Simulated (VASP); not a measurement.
Input of a VASP 6.6.1 run:

The input INCAR:

```
PREC = Accurate
ENCUT = 520
EDIFF = 1E-6
ISMEAR = 0
SIGMA = 0.01
LREAL = F
LASPH = T
NELM = 60
ALGO = Normal
ISIF = 2
LWAVE = F
LCHARG = F
GGA = PE
NBANDS = 16
```

File KPOINTS:

```
regular mesh
0
Gamma
  6 6 6
```

POSCAR

```
CdSe
1.0
    0.0000000000      2.9861114626      2.9861114626
    2.9861114626      0.0000000000      2.9861114626
    2.9861114626      2.9861114626      0.0000000000
Cd Se
1 1
Direct
    0.0000000000      0.0000000000      0.0000000000
    0.7500000000      0.7500000000      0.7500000000
```

Potentials or basis: VASP PAW PBE potentials, release 64 (Cd, Se).

Run with:

```sh
$ cat potpaw_PBE.64/Cd/POTCAR potpaw_PBE.64/Se/POTCAR > POTCAR
$ mpirun -np 1 vasp_std > vasp.out
```

(1) What does it give for the pressure?

(2) What does it give for the band gap on the k mesh?

Results:

(1) 6.8 GPa.

(2) 0.72 eV, direct.
